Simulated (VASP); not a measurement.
GaH6, 7 atoms in the cell. It takes space group Pm-3m (No. 221, cubic). The conventional cell has a = 3.988 Å, b = 3.988 Å, c = 3.988 Å, α = 90.00°, β = 90.00°, γ = 90.00°. Ga (site symmetry m-3m) has 24 H at 2.94 Å and 6 Ga at 3.99 Å within 4.0 Å. Within 2.2 Å of H (site symmetry 4mm) lie 5 H at 1.65 Å. The cell was generated, and may not be a known phase.

```yaml
Program: VASP 6.6.1
Task: relaxation of cell and atoms
Functional: PBE
Potentials_or_basis: VASP PAW PBE potentials, release 64 (Ga_d, H_h)
Cutoff: 1230 eV
k_mesh: 4 × 4 × 4
Occupations: gaussian, width 0.1 eV
Spin: no spin polarisation
Dipole_correction: no
Further_INCAR_settings: ALGO = Normal; EDIFF = 1e-07; IBRION = 2; EDIFFG = -0.04; NSW = 90; ISIF = 3
```

Potentials or basis: VASP PAW PBE potentials, release 64 (Ga_d, H_h).

Command:

```console
$ cat potpaw_PBE.64/Ga_d/POTCAR potpaw_PBE.64/H_h/POTCAR > POTCAR
$ mpirun -np 1 vasp_std > vasp.out
```

Hardware: 1 thread of Intel(R) Xeon(R) Platinum 8559C (Emerald Rapids), on a shared host.

Question: Estimate the wall time of this run.

Answer: Wall time 8.6 min on 1 thread of Intel(R) Xeon(R) Platinum 8559C (Emerald Rapids) (shared host), peak memory 0.37 GiB. Counts: scf iterations 280, k points 10, ion steps 30.
